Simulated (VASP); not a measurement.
# WC (P1) in VASP: notebook, part 2 of 2

VASP 6.6.1. The steps go on from the part before.

**4. Single point, PBE+D3(BJ)**

This run uses another cell than the first one, of 10.91 Å³/atom, 1.011 times its volume.

The input, INCAR:

```
SYSTEM = WC
ALGO = Normal
EDIFF = 1E-7
ENCUT = 520
GGA = PE
ISIF = 2
ISMEAR = -1
IVDW = 12
LASPH = .TRUE.
LCHARG = .TRUE.
LELF = .TRUE.
LREAL = Auto
LVHAR = .TRUE.
LWAVE = .FALSE.
NBANDS = 86
NELM = 60
PREC = Accurate
SIGMA = 0.17
```

The input, KPOINTS:

```
k-points
0
G
  2 2 2
  0 0 0
```

The input, POSCAR:

```
WC
1.0
   -2.9500810000     -5.1096900000      0.0000000000
    4.4251220000     -2.5548450000      0.0000000000
    0.0000000000      0.0000000000      5.7915040000
W C
8 8
Direct
    0.7418082776      0.5029227455     -0.0232927405
    0.7451746980      0.5272681111      0.5092286909
    0.4726534077      0.0160822318     -0.0098247364
    0.4939894859      0.0367015862      0.4856596836
    0.2463391132      0.5528255125      0.0073728689
    0.2506956225      0.5090418733      0.4886122845
   -0.0154831668      0.0125699142     -0.0280583420
   -0.0094851039      0.0212012630      0.4846582166
    0.5052718676      0.6991881662      0.2740393514
    0.5007752726      0.7106081181      0.7810751749
    0.2345841548      0.1568187855      0.2222911354
    0.2543822810      0.1810228811      0.7461619641
    0.0060808073      0.6953568453      0.2406801411
    0.0047659367      0.7048754586      0.7320896265
    0.7470135269      0.1861531529      0.2120001989
    0.7333095815      0.1843616206      0.7324176932
```

Started as:

```bash
cat potpaw_PBE.64/W_sv/POTCAR potpaw_PBE.64/C/POTCAR > POTCAR
mpirun -np 1 vasp_std > vasp.out
```

Run time: 4.2 min. Hardware: 1 thread of Intel Xeon 6975P-C (Granite Rapids), shared host; peak memory 0.31 GiB.

It converged, with:

```
Free energy                : -182.9576 eV
Pressure                   : -10.6 GPa
Largest force              : 4.533 eV/Å
Band gap on the k mesh     : zero (band 72 reaches 10.89 eV, above the bottom of band 73 at 10.54 eV)
Dispersion energy per atom : -0.439 eV
```

Forces on the atoms (eV/Å):
```
W    1.810 -2.254  2.913
W   -0.092 -0.433 -3.009
W    0.309 -4.030  0.974
W   -1.512  0.873  0.505
W   -3.438  2.197 -1.975
W    2.093 -0.166  1.076
W    0.861 -1.088  1.976
W    0.054 -0.391 -0.568
C   -0.710  1.214 -1.680
C   -1.818  1.640 -3.793
C    2.035 -0.981  2.004
C    1.764  0.588 -1.216
C    0.097  1.479  0.461
C   -1.380  1.158  0.309
C    0.090  0.822  1.838
C   -0.163 -0.629  0.183
```

Stress tensor (GPa, compression positive):
```
 -5.58  -1.82   1.80
 -1.82 -11.84  -0.02
  1.80  -0.02 -14.49
```

Levels at points of the mesh, in eV from the Fermi level:
| k point | band 70 | band 71 | band 72 | band 73 | band 74 | band 75 |
| --- | --- | --- | --- | --- | --- | --- |
| (0.00, 0.00, 0.00) | -0.67 | -0.65 | -0.45 | -0.27 | 0.65 | 0.98 |
| (0.50, 0.00, 0.00) | -0.99 | -0.06 | 0.09 | 0.13 | 0.27 | 0.59 |
| (0.00, 0.50, 0.00) | -0.78 | -0.40 | -0.07 | 0.74 | 0.96 | 1.63 |
| (0.50, 0.50, 0.00) | -1.60 | -1.58 | -1.19 | 1.16 | 1.42 | 1.53 |
| (0.00, 0.00, 0.50) | -1.19 | -0.19 | 0.07 | 0.27 | 0.33 | 0.52 |
| (0.50, 0.00, 0.50) | -1.11 | -1.04 | -0.91 | 0.12 | 0.22 | 0.44 |
| (0.00, 0.50, 0.50) | -1.36 | -1.22 | -0.96 | 0.46 | 0.56 | 0.83 |
| (0.50, 0.50, 0.50) | -1.56 | -1.42 | -1.10 | 1.02 | 1.09 | 1.16 |

Caveat: the k points lie up to 0.61 Å⁻¹ apart; spin-orbit coupling is left out, which moves the levels of the heavy elements; pairwise dispersion overbinds metals, which lowers pressure and volume; forces of over 1 eV/Å act on the atoms, so gaps and moduli don't describe the material at rest.

**5. Single point, PBE+D3(BJ)**

This run uses another cell than the first one, of 10.91 Å³/atom, 1.011 times its volume.

The input, INCAR:

```
PREC = Accurate
ENCUT = 520
EDIFF = 1E-6
ISMEAR = -1
SIGMA = 0.17
LREAL = Auto
LASPH = True
NELM = 100
ALGO = Normal
ISIF = 2
LWAVE = False
LCHARG = True
GGA = PE
IVDW = 12
LELF = True
LVHAR = True
NBANDS = 86
```

The input, KPOINTS:

```
Automatic mesh
0
Gamma
  2 2 2
```

The input, POSCAR:

```
WC
1.0
   -2.9500810000     -5.1096900000      0.0000000000
    4.4251220000     -2.5548450000      0.0000000000
    0.0000000000      0.0000000000      5.7915040000
W C
8 8
Direct
    0.7285806322      0.5346229731     -0.0208754065
    0.7270982981      0.4883478635      0.5041695560
    0.4712003621      0.0189100403     -0.0384701452
    0.4767372583      0.0168387510      0.4944311529
    0.2302136149      0.5258948366     -0.0140378043
    0.2096558175      0.5187883280      0.4712074791
   -0.0102606911      0.0244355139     -0.0017612005
   -0.0127927379      0.0312218255      0.4826207493
    0.5017516810      0.6836439992      0.2513509444
    0.4406632670      0.6867137971      0.7375286281
    0.2352968890      0.1867846540      0.2322712718
    0.2413399202      0.1941126851      0.7780707740
   -0.0023475231      0.6889244221      0.2295776710
    0.0131579248      0.7201873630      0.7367170946
    0.7286743225      0.1908531051      0.2637829483
    0.7391367678      0.1718852803      0.7590601681
```

Started as:

```bash
cat potpaw_PBE.64/W_sv/POTCAR potpaw_PBE.64/C/POTCAR > POTCAR
mpirun -np 1 vasp_std > vasp.out
```

Wall time 3.7 min (1 thread of Intel Xeon 6975P-C (Granite Rapids), shared host); peak memory 0.32 GiB.

It converged, with:

| Quantity | Value |
| --- | --- |
| Free energy | -182.5276 eV |
| Pressure | -9.6 GPa |
| Largest force | 6.675 eV/Å |
| Band gap on the k mesh | zero (band 72 reaches 10.89 eV, above the bottom of band 73 at 10.69 eV) |
| Dispersion energy per atom | -0.439 eV |

Forces on the atoms (eV/Å):
```
W   -1.101  0.323  1.491
W    3.653 -2.028 -1.504
W   -1.986 -2.343  5.926
W   -0.504 -0.073 -1.855
W   -0.250 -0.328  0.662
W   -1.068 -2.815  2.097
W    0.910  1.524 -1.014
W   -1.033  0.696  1.232
C    0.549  1.242 -0.609
C   -1.641 -2.449 -0.577
C   -0.249 -0.140  0.896
C    1.401  1.702 -4.269
C    1.128  1.337  0.379
C   -0.275  3.155  0.271
C   -0.733  0.353 -1.699
C    1.199 -0.156 -1.426
```

Stress tensor (GPa, compression positive):
```
 -6.16   0.30  -0.78
  0.30 -10.02  -0.11
 -0.78  -0.11 -12.49
```

Levels at points of the mesh, in eV from the Fermi level:
```
           k point  band 69  band 70  band 71  band 72  band 73  band 74  band 75  band 76
(0.00, 0.00, 0.00)    -0.95    -0.66    -0.56    -0.33    -0.11     0.57     1.01     1.43
(0.50, 0.00, 0.00)    -1.10    -0.88    -0.32    -0.11     0.47     0.55     0.65     0.92
(0.00, 0.50, 0.00)    -1.03    -0.84    -0.33    -0.09     0.79     1.01     1.67     1.80
(0.50, 0.50, 0.00)    -1.82    -1.64    -1.46    -1.23     1.02     1.47     1.57     1.67
(0.00, 0.00, 0.50)    -1.30    -0.88    -0.26     0.09     0.18     0.38     0.55     0.82
(0.50, 0.00, 0.50)    -1.32    -1.23    -1.03    -0.86     0.08     0.30     0.38     0.65
(0.00, 0.50, 0.50)    -1.45    -1.31    -1.22    -0.97     0.40     0.66     0.87     1.17
(0.50, 0.50, 0.50)    -1.66    -1.62    -1.53    -1.36     0.64     0.87     1.15     1.43
```

Caveat: the k points lie up to 0.61 Å⁻¹ apart; spin-orbit coupling is left out, which moves the levels of the heavy elements; pairwise dispersion overbinds metals, which lowers pressure and volume; forces of over 1 eV/Å act on the atoms, so gaps and moduli don't describe the material at rest.
